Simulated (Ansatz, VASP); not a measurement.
## BeTe in VASP and in Ansatz

POSCAR

```
BeTe
1.0
    0.0000000000      2.8144805042      2.8144805042
    2.8144805042      0.0000000000      2.8144805042
    2.8144805042      2.8144805042      0.0000000000
Be Te
1 1
Direct
    0.0000000000      0.0000000000      0.0000000000
    0.2500000000      0.2500000000      0.2500000000
```

File INCAR.step1:

```
SYSTEM = BeTe
PREC = Accurate
ENCUT = 520
EDIFF = 1E-5
ISMEAR = 0
SIGMA = 0.01
LREAL = .FALSE.
LASPH = .TRUE.
NELM = 100
ALGO = Normal
ISIF = 2
LWAVE = .TRUE.
LCHARG = .FALSE.
NBANDS = 11
GGA = PE
```

File INCAR.step2:

```
SYSTEM = BeTe
PREC = Accurate
ENCUT = 520
EDIFF = 1E-6
ISMEAR = 0
SIGMA = 0.01
LREAL = .FALSE.
LASPH = .TRUE.
NELM = 100
ALGO = Normal
ISIF = 2
LWAVE = .FALSE.
LCHARG = .FALSE.
GGA = PE
LHFCALC = .TRUE.
HFSCREEN = 0.2079
PRECFOCK = Normal
NBANDS = 11
ISTART = 1
```

KPOINTS

```
Automatic mesh
0
G
  6 6 6
  0 0 0
```

Input for Ansatz:

```yaml
crystal:
  lattice:
    - [0.0, 2.8144805042, 2.8144805042]
    - [2.8144805042, 0.0, 2.8144805042]
    - [2.8144805042, 2.8144805042, 0.0]
  atoms:
    - { symbol: Be, position: [0.0, 0.0, 0.0] }
    - { symbol: Te, position: [0.25, 0.25, 0.25] }
kpoints:
  mp_grid: { grid: [6, 6, 6] }
  band_path:
    path:
      - [0.0, 0.0, 0.0]
      - [-0.5, -0.5, 0.0]
      - [-0.375, -0.375, 0.25]
      - [-0.375, 0.0, 0.375]
      - [0.0, 0.0, 0.5]
      - [-0.5, -0.25, 0.25]
      - [0.0, 0.5, 0.5]
    npoints: 1
hamiltonian:
  xc: hse06
scf:
  occupations: { method: fixed }
  n_extra_bands: 4
output:
  forces: true
  stress: true
  eigenvalues: true
```

Change from the starting cell: hydrostatic strain -0.5%.

Alike in both runs: task single point; functional HSE06; k mesh 6 × 6 × 6; no spin polarisation.

```csv
,VASP,Ansatz
version,VASP 6.6.1,Ansatz 0.2.0
potentials or method,"VASP PAW PBE potentials, release 64 (Be, Te)","plane waves, PAW"
plane-wave cutoff (eV),520,420
occupations,"gaussian, width 0.01 eV",fixed
valence electrons in the cell,8,18
```

|  | VASP | Ansatz | Ansatz less VASP |
| --- | --- | --- | --- |
| gap on the k mesh at the Fermi level (eV) | 2.63 | 2.66 | +0.023 |
| pressure (GPa) | -0.1 | 0.1 | +0.12 |

VASP's potentials hold 8 valence electrons a cell and Ansatz's 18, so a difference there can come from the potentials and not from the codes. Ansatz's warnings: stress exchange threshold loose, stress scf threshold loose.

Neither program's run includes spin-orbit coupling.
